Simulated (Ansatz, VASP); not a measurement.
**Al2O3: VASP beside Ansatz**

The input INCAR:

```
PREC = Accurate ; ENCUT = 600
EDIFF = 1E-6 ; ISMEAR = 0
SIGMA = 0.1 ; LREAL = False
LASPH = True ; NELM = 80
ALGO = Normal ; ISIF = 3
LWAVE = False ; LCHARG = False
GGA = PE ; IBRION = 2
NSW = 90 ; EDIFFG = -0.04
```

The input KPOINTS:

```
regular mesh
0
Gamma
  6 6 4
```

Contents of POSCAR:

```
Al2O3
1.0
    3.1784598717      0.0000000000      0.0000000000
   -1.5892299359      2.7526269938      0.0000000000
    0.0000000000      0.0000000000      4.9451672624
Al O
2 3
Direct
    0.3333333333      0.6666666667      0.2450000000
    0.6666666667      0.3333333333      0.7550000000
    0.0000000000      0.0000000000      0.0000000000
    0.3333333333      0.6666666667      0.6450000000
    0.6666666667      0.3333333333      0.3550000000
```

Input for Ansatz:

```yaml
crystal:
  lattice:
    - [3.1784598717, 0.0, 0.0]
    - [-1.5892299359, 2.7526269938, 0.0]
    - [0.0, 0.0, 4.9451672624]
  atoms:
    - { symbol: Al, position: [0.3333333333, 0.6666666667, 0.245] }
    - { symbol: Al, position: [0.6666666667, 0.3333333333, 0.755] }
    - { symbol: O, position: [0.0, 0.0, 0.0] }
    - { symbol: O, position: [0.3333333333, 0.6666666667, 0.645] }
    - { symbol: O, position: [0.6666666667, 0.3333333333, 0.355] }
basis:
  ecutwfc: 420
kpoints:
  mp_grid: { grid: [6, 6, 4] }
hamiltonian:
  xc: pbe
scf:
  occupations: { method: gaussian, width: 0.1 }
  lower_state_search: "off"
output:
  forces: true
  stress: true
  eigenvalues: true
relax:
  adjacent_minimum: "off"
  f_tol: 0.04
  max_steps: 70
  cell: { stress_tol: 0.4 }
```

Alike in both runs: task relaxation of cell and atoms; functional PBE; k mesh 6 × 6 × 4; occupations gaussian, width 0.1 eV; no spin polarisation.

|  | VASP | Ansatz |
| --- | --- | --- |
| version | VASP 6.6.1 | Ansatz 0.2.0 |
| potentials or method | VASP PAW PBE potentials, release 64 (Al, O), cutoff 600 eV | scalar-relativistic, plane waves, PAW |
| valence electrons in the cell | 24 | 24 |

|  | VASP | Ansatz | Ansatz less VASP |
| --- | --- | --- | --- |
| gap on the k mesh at the Fermi level, each at its own relaxed structure (eV) | 4.23 | 4.67 | +0.445 |
| relaxed volume (Å³/atom) | 9.40 | 10.47 | +1.066 |
| relaxed length of the cell vector where the two differ most in proportion (Å) | 6.459 | 7.239 | +0.7805 |

One of these differences is far larger than is usual between the two programs; its cause wasn't traced.
